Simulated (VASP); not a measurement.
Input of a VASP 6.6.1 run:

The input INCAR:

```
SYSTEM = Al
ALGO = Normal
EDIFF = 1E-7
ENCUT = 520
GGA = PS
ISIF = 2
ISMEAR = 0
LASPH = .TRUE.
LCHARG = .TRUE.
LELF = .TRUE.
LREAL = .FALSE.
LVHAR = .TRUE.
LWAVE = .FALSE.
NBANDS = 10
NELM = 80
PREC = Accurate
SIGMA = 0.15
```

KPOINTS

```
k-points
0
G
  18 18 10
  0 0 0
```

File POSCAR:

```
Al
1.0
    2.7699000000      0.0000000000      0.0000000000
   -1.3849500000      2.3988037660      0.0000000000
    0.0000000000      0.0000000000      4.4157000000
Al
2
Direct
    0.6666666667      0.3333333333      0.7500000000
    0.3333333333      0.6666666667      0.2500000000
```

Potentials or basis: VASP PAW PBE potentials, release 64 (Al).

Launch:

```sh
$ cat potpaw_PBE.64/Al/POTCAR > POTCAR
$ mpirun -np 1 vasp_std > vasp.out
```

Predict the pressure.

10.7 GPa.

Predict the band gap on the k mesh.

zero (band 3 reaches 13.99 eV, above the bottom of band 4 at 5.82 eV).

Stress tensor (GPa, compression positive):
```
 9.64  0.00  0.00
 0.00  9.64  0.00
 0.00  0.00 12.88
```

Caveat: the PAW data sets were made with another functional, which shifts forces and pressure a little.
